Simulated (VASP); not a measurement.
# VN2 (I4/mcm) in VASP: notebook

Runs on VN2. Level: PBE. Tasks: relaxation of shape and atoms at fixed volume.

All numbers are computed with VASP 6.6.1; they aren't measurements. Logs are shortened: lines on timing, memory, paths and dates and some standing lists are left out, and cuts for length are marked.

## (1) The cell of the first run

It takes space group I4/mcm (No. 140, tetragonal). Conventional cell: a = 4.180 Å, b = 4.180 Å, c = 4.799 Å, α = 90.00°, β = 90.00°, γ = 90.00°. V (site symmetry 422) has 8 N at 2.06 Å and 2 V at 2.40 Å within 2.7 Å. Within 1.8 Å of N (site symmetry m2m) lie 1 N at 1.36 Å.

## (2) Relaxation of shape and atoms at fixed volume, PBE (6.99 Å³/atom)

INCAR

```
SYSTEM = VN2
ALGO = Fast ; EDIFF = 1E-6
EDIFFG = -0.01 ; ENCUT = 600
GGA = PE ; IBRION = 2
ISIF = 4 ; ISMEAR = 0
LASPH = .True. ; LCHARG = .False.
LREAL = .False. ; LWAVE = .False.
NELM = 80 ; NSW = 50
PREC = Accurate ; SIGMA = 0.1
```

KPOINTS

```
k-points
0
Gamma
  12 12 12
  0 0 0
```

POSCAR

```
VN2
1.0
   -2.0900720876      2.0900720876      2.3996143007
    2.0900720876     -2.0900720876      2.3996143007
    2.0900720876      2.0900720876     -2.3996143007
V N
2 4
Direct
    0.2500000000      0.2500000000      0.0000000000
    0.7500000000      0.7500000000      0.0000000000
    0.1150134420      0.6150134420      0.7300268841
    0.6150134420      0.8849865580      0.5000000000
    0.8849865580      0.3849865580      0.2699731159
    0.3849865580      0.1150134420      0.5000000000
```

Potentials or basis: VASP PAW PBE potentials, release 64 (V_sv, N).

The run is started by

```bash
cat potpaw_PBE.64/V_sv/POTCAR potpaw_PBE.64/N/POTCAR > POTCAR
mpirun -np 1 vasp_std > vasp.out
```

OUTCAR:

```text
SYSTEM = VN2
   EDIFF = 1E-6
   EDIFFG = -0.01
   ENCUT = 600
   GGA = PE
   IBRION = 2
   ISIF = 4
   ISMEAR = 0
   LASPH = .True.
   LREAL = .False.
   NELM = 80
   NSW = 50
   PREC = Accurate

 ion  position               nearest neighbor table
   1  0.250  0.250  0.000-   3 2.06   5 2.06   4 2.06   4 2.06   6 2.06   6 2.06   3 2.06   5 2.06
                             2 2.40   2 2.40
   2  0.750  0.750  0.000-   3 2.06   5 2.06   6 2.06   6 2.06   4 2.06   4 2.06   5 2.06   3 2.06
                             1 2.40   1 2.40
   3  0.115  0.615  0.730-   5 1.36   2 2.06   1 2.06   1 2.06   2 2.06
   4  0.615  0.885  0.500-   6 1.36   1 2.06   1 2.06   2 2.06   2 2.06
   5  0.885  0.385  0.270-   3 1.36   2 2.06   1 2.06   2 2.06   1 2.06
   6  0.385  0.115  0.500-   4 1.36   2 2.06   2 2.06   1 2.06   1 2.06

  LATTYP: Found a body centered tetragonal cell.
 ALAT       =     4.1801441752
 C/A-ratio  =     1.1481012138

  Lattice vectors:

 A1 = (  -2.0900720876,   2.0900720876,   2.3996143007)
 A2 = (   2.0900720876,  -2.0900720876,   2.3996143007)
 A3 = (   2.0900720876,   2.0900720876,  -2.3996143007)

Analysis of symmetry for initial positions (statically):
=====================================================================
 Subroutine PRICEL returns:
 Original cell was already a primitive cell.

 Routine SETGRP: Setting up the symmetry group for a
 body centered tetragonal supercell.

 Subroutine GETGRP returns: Found 16 space group operations
 (whereof  8 operations were pure point group operations)
 out of a pool of 16 trial point group operations.

The static configuration has the point symmetry C_4h.
 The point group associated with its full space group is D_4h.

Analysis of symmetry for dynamics (positions and initial velocities):
=====================================================================
 Subroutine PRICEL returns:
 Original cell was already a primitive cell.

 Routine SETGRP: Setting up the symmetry group for a
 body centered tetragonal supercell.

 Subroutine GETGRP returns: Found 16 space group operations
 (whereof  8 operations were pure point group operations)
 out of a pool of 16 trial point group operations.

The dynamic configuration has the point symmetry C_4h.
 The point group associated with its full space group is D_4h.

 Subroutine INISYM returns: Found 16 space group operations
 (whereof  8 operations are pure point group operations),
 and found     1 'primitive' translations

----------------------------------------------------------------------------------------

                                     Primitive cell

  volume of cell :      41.9299

  direct lattice vectors                    reciprocal lattice vectors
    -2.090072088  2.090072088  2.399614301     0.000000000  0.239226198  0.208366820
     2.090072088 -2.090072088  2.399614301     0.239226198  0.000000000  0.208366820
     2.090072088  2.090072088 -2.399614301     0.239226198  0.239226198  0.000000000

  length of vectors
     3.807223589  3.807223589  3.807223589     0.317247389  0.317247389  0.338316934

  position of ions in fractional coordinates (direct lattice)
     0.250000000  0.250000000  0.000000000
     0.750000000  0.750000000  0.000000000
     0.115013442  0.615013442  0.730026884
     0.615013442  0.884986558  0.500000000
     0.884986558  0.384986558  0.269973116
     0.384986558  0.115013442  0.500000000

  ion indices of the primitive-cell ions
   primitive index   ion index
                 1           1
                 2           2
                 3           3
                 4           4
                 5           5
                 6           6

----------------------------------------------------------------------------------------

 KPOINTS: k-points

Automatic generation of k-mesh.
 Grid dimensions read from file:
 generate k-points for:   12   12   12

 Generating k-lattice:

  Cartesian coordinates                     Fractional coordinates (reciprocal lattice)
     0.000000000  0.019935517  0.017363902     0.083333333 -0.000000000  0.000000000
     0.019935517  0.000000000  0.017363902    -0.000000000  0.083333333  0.000000000
     0.019935517  0.019935517  0.000000000     0.000000000  0.000000000  0.083333333

  Length of vectors
     0.026437282  0.026437282  0.028193078

  Shift w.r.t. Gamma in fractional coordinates (k-lattice)
     0.000000000  0.000000000  0.000000000

 Subroutine IBZKPT returns following result:
 ===========================================

 Found    163 irreducible k-points:

 Following reciprocal coordinates:
            Coordinates               Weight
  0.000000  0.000000  0.000000      1.000000
  0.083333 -0.000000  0.000000      8.000000
  0.166667 -0.000000  0.000000      8.000000
  0.250000 -0.000000  0.000000      8.000000
  0.333333  0.000000  0.000000      8.000000
  0.416667  0.000000 -0.000000      8.000000
[... 16 lines left out ...]
  0.500000  0.166667  0.000000     16.000000
 -0.416667  0.166667  0.000000     16.000000
 [... further k-points ...]
   k-points           NKPTS =    163   k-points in BZ     NKDIM =    163   number of bands    NBANDS=     27
   number of dos      NEDOS =    301   number of ions     NIONS =      6
   total plane-waves  NPLWV =  27000
   dimension x,y,z NGX =    30 NGY =   30 NGZ =   30
   dimension x,y,z NGXF=    60 NGYF=   60 NGZF=   60
   ions per type =               2   4
   NGX,Y,Z   is equivalent  to a cutoff of  13.10, 13.10, 13.10 a.u.
   NGXF,Y,Z  is equivalent  to a cutoff of  26.20, 26.20, 26.20 a.u.
 SYSTEM =  VN2
   PREC   = accura    normal or accurate (medium, high low for compatibility)
   ISTART =      0    job   : 0-new  1-cont  2-samecut
   ICHARG =      2    charge: 1-file 2-atom 10-const
   ISPIN  =      1    spin polarized calculation?
   LNONCOLLINEAR =      F non collinear calculations
   LSORBIT =      F    spin-orbit coupling
   LASPH  =      T    aspherical Exc in radial PAW
   ENCUT  =  600.0 eV  44.10 Ry    6.64 a.u.   7.60  7.60  7.60*2*pi/ulx,y,z
   NELM   =     80;   NELMIN=  2; NELMDL= -5     # of ELM steps
   EDIFF  = 0.1E-05   stopping-criterion for ELM
   LREAL  =      F    real-space projection
   EDIFFG = -.1E-01   stopping-criterion for IOM
   NSW    =     50    number of steps for IOM
   IBRION =      2    ionic relax: 0-MD 1-quasi-New 2-CG
   NFREE  =      1    steps in history (QN), initial steepest desc. (CG)
   ISIF   =      4    stress and relaxation
   ISYM   =      2    0-nonsym 1-usesym 2-fastsym
   POTIM  = 0.5000    time-step for ionic-motion
   TEBEG  =    0.0;   TEEND  =   0.0 temperature during run
   PSTRESS=    0.0 pullay stress
   NELECT =      46.0000    total number of electrons
   NUPDOWN=      -1.0000    fix difference up-down
   EMIN   =  10.00;   EMAX   =-10.00  energy-range for DOS
   EFERMI =   0.00;   METHOD = LEGACY
   ISMEAR =     0;   SIGMA  =   0.10  broadening in eV -4-tet -1-fermi 0-gaus
   EFERMI_NEDOS =   21; number of points for ismear=-14 and -15
   IALGO  =     68    algorithm
   IMIX   =      4    mixing-type and parameters
     AMIX     =   0.40;   BMIX     =  1.00
     AMIX_MAG =   1.60;   BMIX_MAG =  1.00
  volume/ion in A,a.u.               =       6.99        47.16
  Fermi-wavevector in a.u.,A,eV,Ry     =   1.688442  3.190693 38.787979  2.850836
  Thomas-Fermi vector in A             =   2.770748
   LORBIT       =      0    0 simple, 1 ext, 2 COOP (PROOUT), +10 PAW based schemes
   GGA     = PE    functional components
   LHFCALC =     F    Hartree Fock is set to
   AEXX    =    0.0000 exact exchange contribution
   IVDW    =     0    specifies the selected vdW correction
   LEPSILON=     F    determine dielectric tensor
   LRPA    =     F    only Hartree local field effects (RPA)
 conjugate gradient relaxation of ions
 non-spin polarized calculation
 RMM-DIIS sequential band-by-band and
 Gauss-broadening in eV      SIGMA  =   0.10
  energy-cutoff  :      600.00
  volume of cell :       41.93
 maximum number of plane-waves:      1426
   NGX = 15   NGY = 15   NGZ = 15

--------------------------------------- Ionic step        1  -------------------------------------------

 number of electron      46.0000002 magnetization

 Free energy of the ion-electron system (eV)
  ---------------------------------------------------
  ext. energy  EPLUGINS =         0.00000000
  ---------------------------------------------------
  free energy    TOTEN  =       -52.90290757 eV

  energy without entropy =      -52.89282491  energy(sigma->0) =      -52.89786624

------------------------ aborting loop because EDIFF is reached ----------------------------------------

  FORCE on cell =-STRESS in cart. coord.  units (eV):
  Direction    XX          YY          ZZ          XY          YZ          ZX
  --------------------------------------------------------------------------------------
  -------------------------------------------------------------------------------------
  Total        9.9891396      9.9891396      9.4970551      0.0000000     -0.0000000      0.0000000
  in kB      381.6934429    381.6934429    362.8904794      0.0000000     -0.0000000      0.0000000
  external PRESSURE =     375.4257884 kB  Pullay stress =       0.0000000 kB

 VOLUME and BASIS-vectors are now :
 -----------------------------------------------------------------------------
  energy-cutoff  :      600.00
  volume of cell :       41.93
      direct lattice vectors                 reciprocal lattice vectors
    -2.090072088  2.090072088  2.399614301     0.000000000  0.239226198  0.208366820
     2.090072088 -2.090072088  2.399614301     0.239226198  0.000000000  0.208366820
     2.090072088  2.090072088 -2.399614301     0.239226198  0.239226198  0.000000000
[... 121 lines left out ...]
 POSITION                                       TOTAL-FORCE (eV/Angst)
 -----------------------------------------------------------------------------------
      0.00000      0.00000      1.19875         0.000000      0.000000      0.000000
      0.00000      0.00000      3.59626         0.000000      0.000000      0.000000
      2.57518      0.48419     -0.00000        -0.001590     -0.001590     -0.000000
      1.60680      0.48419      2.39750         0.001590     -0.001590      0.000000
     -0.48419      1.60680      2.39750         0.001590      0.001590      0.000000
      0.48419      1.60680      0.00000        -0.001590      0.001590      0.000000
 -----------------------------------------------------------------------------------
    total drift:                                0.000000     -0.000000      0.000000

  FREE ENERGIE OF THE ION-ELECTRON SYSTEM (eV)
  ---------------------------------------------------
  free  energy   TOTEN  =       -52.9056969820 eV

  energy  without entropy=      -52.8956066221  energy(sigma->0) =      -52.90065180

--------------------------------------- Ionic step        5  -------------------------------------------

 number of electron      46.0000003 magnetization

 Free energy of the ion-electron system (eV)
  ---------------------------------------------------
  ext. energy  EPLUGINS =         0.00000000
  ---------------------------------------------------
  free energy    TOTEN  =       -52.90573743 eV

  energy without entropy =      -52.89573088  energy(sigma->0) =      -52.90073415

 E-fermi :  13.0426     XC(G=0): -14.2285

 val. band max:       13.0383951714   @ k =   0.3333   0.1667   0.1667
 cond. band min:      13.0641921243   @ k =  -0.4167   0.3333   0.0000
 fundamental gap:      0.0257969529
 Fermi energy:        13.0425909172

 k-point     1 :       0.0000    0.0000    0.0000
  band No.  band energies     occupation
      1     -52.6409      2.00000
      2     -52.3934      2.00000
      3     -26.9070      2.00000
      4     -26.4941      2.00000
      5     -26.4941      2.00000
      6     -26.4928      2.00000
[... 19 lines left out ...]
     26      14.0981      0.00000
     27      14.7057      0.00000
[... 667 lines left out ...]
      5     -26.5186      2.00000
      6     -26.4892      2.00000
[... 19 lines left out ...]
     26      14.1692      0.00000
     27      14.8085      0.00000

 [... further k-points ...]
[... 5 lines left out ...]
  --------------------------------------------------------------------------------------
  -------------------------------------------------------------------------------------
  Total        9.7015889      9.7015889      9.6913975      0.0000000      0.0000000     -0.0000000
  in kB      370.7058891    370.7058891    370.3164680      0.0000000      0.0000000     -0.0000000
  external PRESSURE =     370.5760821 kB  Pullay stress =       0.0000000 kB

 VOLUME and BASIS-vectors are now :
 -----------------------------------------------------------------------------
  energy-cutoff  :      600.00
  volume of cell :       41.93
      direct lattice vectors                 reciprocal lattice vectors
    -2.091611280  2.091611280  2.396083903     0.000000000  0.239050155  0.208673828
     2.091611280 -2.091611280  2.396083903     0.239050155  0.000000000  0.208673828
     2.091611280  2.091611280 -2.396083903     0.239050155  0.239050155  0.000000000

 POSITION                                       TOTAL-FORCE (eV/Angst)
 -----------------------------------------------------------------------------------
      0.00000      0.00000      1.19804        -0.000000     -0.000000      0.000000
      0.00000      0.00000      3.59413        -0.000000     -0.000000      0.000000
      2.57581      0.48420     -0.00000         0.003123      0.003123     -0.000000
      1.60741      0.48420      2.39608        -0.003123      0.003123      0.000000
     -0.48420      1.60741      2.39608        -0.003123     -0.003123      0.000000
      0.48420      1.60741      0.00000         0.003123     -0.003123      0.000000
 -----------------------------------------------------------------------------------
    total drift:                                0.000000     -0.000000      0.000000

  FREE ENERGIE OF THE ION-ELECTRON SYSTEM (eV)
  ---------------------------------------------------
  free  energy   TOTEN  =       -52.9057374263 eV

  energy  without entropy=      -52.8957308810  energy(sigma->0) =      -52.90073415

 reached required accuracy - stopping structural energy minimisation
```

It took 9.2 min on 1 thread of Oxide Virtual Turin-like, shared host; peak memory 0.28 GiB.

What came out:

```yaml
Free_energy: -52.9057 eV
Energy_gained_by_relaxing: 0.5 meV/atom
Ionic_steps: 5
Pressure_after_relaxing: 37.1 GPa
Largest_force_after_relaxing: 0.004 eV/Å
Band_gap_on_the_k_mesh: zero (bands 23 and 24 overlap by 0.44 eV)
```

Forces on the atoms (eV/Å):
```
V    0.000  0.000  0.000
V    0.000  0.000  0.000
N    0.003  0.003  0.000
N   -0.003  0.003  0.000
N   -0.003 -0.003  0.000
N    0.003 -0.003  0.000
```

The path:
```tsv
step	energy change (eV)	largest force (eV/Å)	pressure (GPa)	volume (Å³)
1	0.0000	0.2810	37.54	41.93
2	0.0072	0.5215	36.10	41.93
3	-0.0028	0.0077	36.94	41.93
4	-0.0028	0.0022	37.05	41.93
5	-0.0028	0.0044	37.06	41.93
```

Final structure:
```
CELL_PARAMETERS angstrom
-2.09161 2.09161 2.39608
2.09161 -2.09161 2.39608
2.09161 2.09161 -2.39608
ATOMIC_POSITIONS crystal
V 0.25000 0.25000 0.00000
V 0.75000 0.75000 0.00000
N 0.11575 0.61575 0.73150
N 0.61575 0.88425 0.50000
N 0.88425 0.38425 0.26850
N 0.38425 0.11575 0.50000
```

Levels at points of the mesh, in eV from the Fermi level:
```csv
k point,band 21,band 22,band 23,band 24,band 25,band 26
"(0.00, 0.00, 0.00)",-3.11,-2.95,-2.95,0.85,1.06,1.06
"(0.50, 0.00, 0.00)",-3.61,-3.61,0.15,0.15,0.86,0.86
"(0.50, 0.50, 0.00)",-3.20,-2.97,-1.59,0.02,0.94,1.24
"(0.50, 0.50, 0.50)",-2.39,-0.43,-0.32,-0.04,-0.01,-0.01
```

Caveat: the run has no spin polarisation, though such a crystal can be magnetic.

## (3) Relaxation of shape and atoms at fixed volume, PBE (7.22 Å³/atom)

This run uses another cell than the first one, of 7.22 Å³/atom.

INCAR

```
  PREC = Accurate
  ENCUT = 600
  EDIFF = 1E-6
  ISMEAR = 0
  SIGMA = 0.1
  LREAL = F
  LASPH = T
  NELM = 100
  ALGO = Fast
  ISIF = 4
  LWAVE = F
  LCHARG = F
  GGA = PE
  IBRION = 2
  NSW = 50
  EDIFFG = -0.01
```

KPOINTS

```
Automatic mesh
0
Gamma
  12 12 12
```

POSCAR

```
VN2
1.0
   -2.1113414103      2.1113414103      2.4290334871
    2.1113414103     -2.1113414103      2.4290334871
    2.1113414103      2.1113414103     -2.4290334871
V N
2 4
Direct
    0.2500000000      0.2500000000      0.0000000000
    0.7500000000      0.7500000000      0.0000000000
    0.1143182244      0.6143182244      0.7286364487
    0.6143182244      0.8856817756      0.5000000000
    0.8856817756      0.3856817756      0.2713635513
    0.3856817756      0.1143182244      0.5000000000
```

Potentials or basis: VASP PAW PBE potentials, release 64 (V_sv, N).

The run is started by

```bash
cat potpaw_PBE.64/V_sv/POTCAR potpaw_PBE.64/N/POTCAR > POTCAR
mpirun -np 1 vasp_std > vasp.out
```

Run time: 5.8 min. Hardware: 1 thread of Oxide Virtual Turin-like, shared host; peak memory 0.29 GiB.

The run converged. Its results:

* Free energy: -53.1658 eV
* Energy gained by relaxing: 0.5 meV/atom
* Ionic steps: 5
* Pressure after relaxing: 22.7 GPa
* Largest force after relaxing: 0.004 eV/Å
* Band gap on the k mesh: zero (bands 23 and 24 overlap by 0.42 eV)

Forces in eV/Å, atoms in the order of the input:
```
V    0.000  0.000  0.000
V    0.000  0.000  0.000
N    0.003  0.003  0.000
N   -0.003  0.003  0.000
N   -0.003 -0.003  0.000
N    0.003 -0.003  0.000
```

Step by step:
```tsv
step	energy change (eV)	largest force (eV/Å)	pressure (GPa)	volume (Å³)
1	0.0000	0.2889	23.27	43.31
2	0.0058	0.4752	21.77	43.31
3	-0.0031	0.0062	22.62	43.31
4	-0.0031	0.0006	22.72	43.31
5	-0.0032	0.0044	22.72	43.31
```

Final structure:
```xyz
6
Lattice="-2.1128 2.1128 2.4256 2.1128 -2.1128 2.4256 2.1128 2.1128 -2.4256" Properties=species:S:1:pos:R:3 pbc="T T T"
V     0.0000    0.0000    1.2128
V     0.0000    0.0000    3.6384
N     2.5993    0.4865    0.0000
N     1.6263    0.4865    2.4256
N    -0.4865    1.6263    2.4256
N     0.4865    1.6263    0.0000
```

Levels at points of the mesh, in eV from the Fermi level:
```
           k point  band 20  band 21  band 22  band 23  band 24  band 25  band 26  band 27
(0.00, 0.00, 0.00)    -3.21    -2.95    -2.81    -2.81     0.81     1.02     1.02     1.53
(0.50, 0.00, 0.00)    -3.65    -3.44    -3.44     0.15     0.15     0.81     0.81     1.17
(0.50, 0.50, 0.00)    -4.83    -3.05    -2.84    -1.51     0.01     0.90     1.19     2.06
(0.50, 0.50, 0.50)    -2.27    -2.27    -0.37    -0.28    -0.07    -0.02     0.00     2.01
```

Caveat: the run has no spin polarisation, though such a crystal can be magnetic. With open d or f shells a metallic result of PBE can be an artefact of self-interaction; +U or a hybrid may open a gap.

(Part 1 of 2 ends here.)

The gap in the log of VASP goes by the Fermi energy; the results here count the filled bands.